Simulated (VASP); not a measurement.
Here is a VASP 6.6.1 calculation.

File INCAR:

```
PREC     = Accurate       # precision mode
ENCUT    = 510            # plane-wave cutoff, eV
EDIFF    = 1E-6           # SCF threshold, eV
ISMEAR   = -1             # smearing method
SIGMA    = 0.15           # smearing width, eV
LREAL    = F              # projectors in reciprocal space
LASPH    = T              # aspherical terms in the spheres
NELM     = 120            # most SCF steps
ALGO     = Normal         # electronic algorithm
ISIF     = 2              # what is computed and relaxed
LWAVE    = F              # write WAVECAR
LCHARG   = F              # write CHGCAR
GGA      = PE             # functional
IVDW     = 12             # dispersion correction
NBANDS   = 38             # bands
GGA_COMPAT= F
```

Contents of KPOINTS:

```
regular mesh
0
Gamma
  12 12 10
```

The input POSCAR:

```
As
1.0
    1.8643743148     -5.4219132809      0.0000000000
    1.8643743148      5.4219132809      0.0000000000
    0.0000000000      0.0000000000      4.2882141827
As
4
Direct
    0.1128210598      0.8871789402      0.0548461609
    0.6128210598      0.3871789402      0.4451538391
    0.8871789402      0.1128210598      0.9451538391
    0.3871789402      0.6128210598      0.5548461609
```

Potentials or basis: VASP PAW PBE potentials, release 64 (As_d).

The run is started by

```sh
$ cat potpaw_PBE.64/As_d/POTCAR > POTCAR
$ mpirun -np 1 vasp_std > vasp.out
```

(1) Predict the band gap on the k mesh.

(2) Estimate the pressure.

(3) Estimate the largest force.

Answers

(1) zero (bands 30 and 31 overlap by 0.44 eV).

(2) 0.2 GPa.

(3) 0.013 eV/Å.
